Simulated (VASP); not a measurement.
# Mn2ZnAs2 (P-3m1) in VASP: electric field gradients with PBE

Aim: the electric field gradients of Mn2ZnAs2 with PBE.

Program: VASP 6.6.1. These are calculated values, not measurements. Logs are shortened: lines on timing, memory, paths and dates and some standing lists are left out, and cuts for length are marked.

### Step 1. The cell of the first run

The structure is trigonal, space group P-3m1 (No. 164). The conventional cell has a = 4.099 Å, b = 4.099 Å, c = 6.572 Å, α = 90.00°, β = 90.00°, γ = 120.00°. Within 3.3 Å of Mn (site symmetry 3m) lie 4 As at 2.53 to 2.62 Å and 3 Mn at 2.92 Å. Within 3.7 Å of Zn (site symmetry -3m) lie 6 As at 2.82 Å and 6 Mn at 3.39 Å. Within 3.3 Å of As (site symmetry 3m) lie 4 Mn at 2.53 to 2.62 Å and 3 Zn at 2.82 Å.

### Step 2. Electric field gradients, PBE, collinear spin, ferromagnetic start

INCAR reads:

```
ALGO = Normal ; EDIFF = 1E-8
ENCUT = 520 ; GGA = PE
ISIF = 2 ; ISMEAR = -1
ISPIN = 2 ; LASPH = T
LCHARG = F ; LEFG = T
LMAXMIX = 4 ; LORBIT = 11
LREAL = F ; LWAVE = F
MAGMOM = 4 4 0 0 0 ; NBANDS = 36
NELM = 150 ; PREC = Accurate
SIGMA = 0.05
```

KPOINTS reads:

```
k-points
0
Gamma
  8 8 4
```

POSCAR reads:

```
Mn2ZnAs2
1.0
    4.0990008097      0.0000000000      0.0000000000
   -2.0495004048      3.5498388313      0.0000000000
    0.0000000000      0.0000000000      6.5720000000
Mn Zn As
2 1 2
Direct
    0.3333333333      0.6666666667      0.3694400000
    0.6666666667      0.3333333333      0.6305600000
    0.0000000000      0.0000000000      0.0000000000
    0.3333333333      0.6666666667      0.7679300000
    0.6666666667      0.3333333333      0.2320700000
```

Potentials or basis: VASP PAW PBE potentials, release 64 (Mn_pv, Zn, As).

The run is started by

```console
cat potpaw_PBE.64/Mn_pv/POTCAR potpaw_PBE.64/Zn/POTCAR potpaw_PBE.64/As/POTCAR > POTCAR
mpirun -np 1 vasp_std > vasp.out
```

OUTCAR:

```text
EDIFF = 1E-8
   ENCUT = 520
   GGA = PE
   ISIF = 2
   ISMEAR = -1
   ISPIN = 2
   LASPH = T
   LORBIT = 11
   LREAL = F
   NELM = 150
   PREC = Accurate

 ion  position               nearest neighbor table
   1  0.333  0.667  0.369-   5 2.53   5 2.53   5 2.53   4 2.62   2 2.92   2 2.92   2 2.92
   2  0.667  0.333  0.631-   4 2.53   4 2.53   4 2.53   5 2.62   1 2.92   1 2.92   1 2.92
   3  0.000  0.000  0.000-   4 2.82   5 2.82   4 2.82   5 2.82   5 2.82   4 2.82
   4  0.333  0.667  0.768-   2 2.53   2 2.53   2 2.53   1 2.62   3 2.82   3 2.82   3 2.82
   5  0.667  0.333  0.232-   1 2.53   1 2.53   1 2.53   2 2.62   3 2.82   3 2.82   3 2.82

  LATTYP: Found a hexagonal cell.
 ALAT       =     4.0990008097
 C/A-ratio  =     1.6033175657

  Lattice vectors:

 A1 = (   4.0990008097,   0.0000000000,   0.0000000000)
 A2 = (  -2.0495004048,   3.5498388313,   0.0000000000)
 A3 = (   0.0000000000,   0.0000000000,   6.5720000000)

Analysis of symmetry for initial positions (statically):
=====================================================================
 Subroutine PRICEL returns:
 Original cell was already a primitive cell.

 Routine SETGRP: Setting up the symmetry group for a
 hexagonal supercell.

 Subroutine GETGRP returns: Found 12 space group operations
 (whereof 12 operations were pure point group operations)
 out of a pool of 24 trial point group operations.

The static configuration has the point symmetry D_3d.

Analysis of symmetry for dynamics (positions and initial velocities):
=====================================================================
 Subroutine PRICEL returns:
 Original cell was already a primitive cell.

 Routine SETGRP: Setting up the symmetry group for a
 hexagonal supercell.

 Subroutine GETGRP returns: Found 12 space group operations
 (whereof 12 operations were pure point group operations)
 out of a pool of 24 trial point group operations.

The dynamic configuration has the point symmetry D_3d.

Analysis of structural, dynamic, and magnetic symmetry:
=====================================================================
 Subroutine PRICEL returns:
 Original cell was already a primitive cell.

 Routine SETGRP: Setting up the symmetry group for a
 hexagonal supercell.
[... 2050 lines left out ...]
  -------------------------------------------------------------------------------------
  Total       -1.4819547     -1.4819547     -2.3849899     -0.0000000      0.0000000     -0.0000000
  in kB      -24.8291194    -24.8291194    -39.9588462     -0.0000000      0.0000000     -0.0000000
  external PRESSURE =     -29.8723616 kB  Pullay stress =       0.0000000 kB

 VOLUME and BASIS-vectors are now :
 -----------------------------------------------------------------------------
  energy-cutoff  :      520.00
  volume of cell :       95.63
      direct lattice vectors                 reciprocal lattice vectors
     4.099000810  0.000000000  0.000000000     0.243961894  0.140851465  0.000000000
    -2.049500405  3.549838831  0.000000000     0.000000000  0.281702930  0.000000000
     0.000000000  0.000000000  6.572000000     0.000000000  0.000000000  0.152160682

 POSITION                                       TOTAL-FORCE (eV/Angst)
 -----------------------------------------------------------------------------------
     -0.00000      2.36656      2.42796        -0.000000      0.000000      0.266952
      2.04950      1.18328      4.14404        -0.000000     -0.000000     -0.266952
      0.00000      0.00000      0.00000         0.000000      0.000000     -0.000000
     -0.00000      2.36656      5.04684        -0.000000      0.000000     -0.473830
      2.04950      1.18328      1.52516         0.000000     -0.000000      0.473830
 -----------------------------------------------------------------------------------
    total drift:                               -0.000000      0.000000      0.000000

  FREE ENERGIE OF THE ION-ELECTRON SYSTEM (eV)
  ---------------------------------------------------
  free  energy   TOTEN  =       -27.7891609149 eV

  energy  without entropy=      -27.7383040260  energy(sigma->0) =      -27.76373247

 Electric field gradients (V/A^2)
---------------------------------------------------------------------
 ion       V_xx      V_yy      V_zz      V_xy      V_xz      V_yz
---------------------------------------------------------------------
   1      -0.690    -0.690     1.380     0.000    -0.000     0.000
   2      -0.690    -0.690     1.380     0.000    -0.000     0.000
   3      -1.411    -1.409     2.820     0.003     0.000    -0.000
   4      -8.066    -8.066    16.133    -0.000    -0.000     0.000
   5      -8.066    -8.066    16.133    -0.000    -0.000     0.000
---------------------------------------------------------------------

 Electric field gradients after diagonalization (V/A^2)
 (convention: |V_zz| > |V_xx| > |V_yy|)
----------------------------------------------------------------------
 ion       V_xx      V_yy      V_zz     asymmetry (V_yy - V_xx)/ V_zz
----------------------------------------------------------------------
   1      -0.690    -0.689     1.380       0.001
   2      -0.690    -0.689     1.380       0.001
   3      -1.413    -1.407     2.820       0.002
   4      -8.067    -8.066    16.133       0.000
   5      -8.067    -8.066    16.133       0.000
----------------------------------------------------------------------

           NMR quadrupolar parameters

 Cq : quadrupolar parameter    Cq=e*Q*V_zz/h
 eta: asymmetry parameters     (V_yy - V_xx)/ V_zz
 Q  : nuclear electric quadrupole moment in mb (millibarn)
----------------------------------------------------------------------
 ion       Cq(MHz)       eta       Q (mb)
----------------------------------------------------------------------
   1       0.003       0.001       1.000
   2       0.003       0.001       1.000
   3       0.007       0.002       1.000
   4       0.039       0.000       1.000
   5       0.039       0.000       1.000
----------------------------------------------------------------------

 total charge

# of ion       s       p       d       tot
------------------------------------------
    1        0.283   6.202   5.014  11.498
    2        0.283   6.202   5.014  11.498
    3        0.552   0.285   9.760  10.597
    4        1.231   1.509   0.042   2.782
    5        1.231   1.509   0.042   2.782
--------------------------------------------------
tot          3.580  15.705  19.872  39.158

 magnetization (x)

# of ion       s       p       d       tot
------------------------------------------
    1        0.040   0.030   3.485   3.555
    2        0.040   0.030   3.485   3.555
    3        0.043   0.005   0.003   0.051
    4        0.012  -0.099   0.011  -0.076
    5        0.012  -0.099   0.011  -0.076
--------------------------------------------------
tot          0.147  -0.133   6.994   7.008
```

OSZICAR:

```text
N       E                     dE             d eps       ncg     rms          rms(c)
DAV:   1     0.434700286654E+03    0.43470E+03   -0.25385E+04  5288   0.153E+03
DAV:   2     0.317220194387E+01   -0.43153E+03   -0.41305E+03  5048   0.408E+02
DAV:   3    -0.292446735940E+02   -0.32417E+02   -0.31401E+02  5708   0.119E+02
[... 13 lines left out ...]
DAV:  17    -0.277891606859E+02   -0.56654E-06   -0.40280E-07  5776   0.402E-03    0.170E-03
DAV:  18    -0.277891608033E+02   -0.11740E-06   -0.77345E-08  5408   0.159E-03    0.605E-04
DAV:  19    -0.277891608436E+02   -0.40313E-07   -0.18140E-08  4436   0.685E-04    0.348E-04
DAV:  20    -0.277891608731E+02   -0.29545E-07   -0.43117E-09  2888   0.426E-04    0.145E-04
DAV:  21    -0.277891609055E+02   -0.32404E-07   -0.12760E-09  2812   0.230E-04    0.667E-05
DAV:  22    -0.277891609149E+02   -0.94142E-08   -0.22707E-10  2776   0.985E-05
   1 F= -.27789161E+02 E0= -.27763732E+02  d E =-.508569E-01  mag=     7.4565
```

stdout:

```text
POSCAR found type information on POSCAR MnZnAs
 POSCAR found :  3 types and       5 ions
 scaLAPACK will be used
 LDA part: xc-table for (Slater+PW92), standard interpolation
 POSCAR, INCAR and KPOINTS ok, starting setup
 FFT: planning ... GRIDC
 FFT: planning ... GRID_SOFT
 FFT: planning ... GRID
 WAVECAR not read
 entering main loop
ion   1

ion   2

ion   3

ion   4

ion   5
```

Run time: 4.7 min. Hardware: 1 thread of Intel Xeon Platinum 8488C (Sapphire Rapids), shared host; peak memory 0.36 GiB.

What came out:

* Free energy: -27.7892 eV
* Pressure: -3.0 GPa
* Largest force: 0.474 eV/Å
* Net moment: 7.46 μB per cell
* Site moments: Mn +3.56; Zn +0.05; As -0.08 μB
* Valence electrons inside the program's atomic spheres: Mn 11.50; Zn 10.60; As 2.78

Forces on the atoms (eV/Å):
```
Mn   0.000  0.000  0.267
Mn   0.000  0.000 -0.267
Zn   0.000  0.000  0.000
As   0.000  0.000 -0.474
As   0.000  0.000  0.474
```

Levels at points of the mesh, in eV from the Fermi level:
Spin up:
| k point | band 25 | band 26 | band 27 | band 28 | band 29 | band 30 | band 31 | band 32 |
| --- | --- | --- | --- | --- | --- | --- | --- | --- |
| (0.00, 0.00, 0.00) | 0.41 | 0.75 | 0.75 | 1.10 | 1.10 | 1.12 | 2.41 | 4.58 |
| (0.50, 0.00, 0.00) | -1.80 | -1.64 | -1.12 | -1.12 | 0.72 | 0.96 | 2.80 | 4.46 |
| (0.00, 0.00, 0.50) | -0.74 | 0.80 | 0.80 | 1.27 | 1.27 | 2.06 | 2.35 | 3.61 |
| (0.50, 0.00, 0.50) | -1.95 | -1.10 | -1.02 | -0.11 | 0.09 | 0.53 | 2.88 | 3.69 |
Spin down:
```csv
k point,band 18,band 19,band 20,band 21,band 22,band 23
"(0.00, 0.00, 0.00)",-1.98,-1.90,0.09,0.09,0.66,1.16
"(0.50, 0.00, 0.00)",-2.61,-1.87,-0.31,-0.08,0.36,0.97
"(0.00, 0.00, 0.50)",-2.06,-2.06,0.19,0.19,1.28,1.31
"(0.50, 0.00, 0.50)",-1.72,-1.71,-0.41,-0.24,0.02,0.53
```

Electric field gradients, principal values (V/Å²):
```tsv
atom	least	middle	greatest (by size)
1 Mn	-0.689	-0.690	1.380
2 Mn	-0.689	-0.690	1.380
3 Zn	-1.407	-1.413	2.820
4 As	-8.066	-8.067	16.133
5 As	-8.066	-8.067	16.133
```

Caveat: without QUAD_EFG the Cq values of the log hold for a quadrupole moment of 1 mb, not for the nuclei; only a ferromagnetic start was run, and an antiferromagnetic order may lie lower in energy.
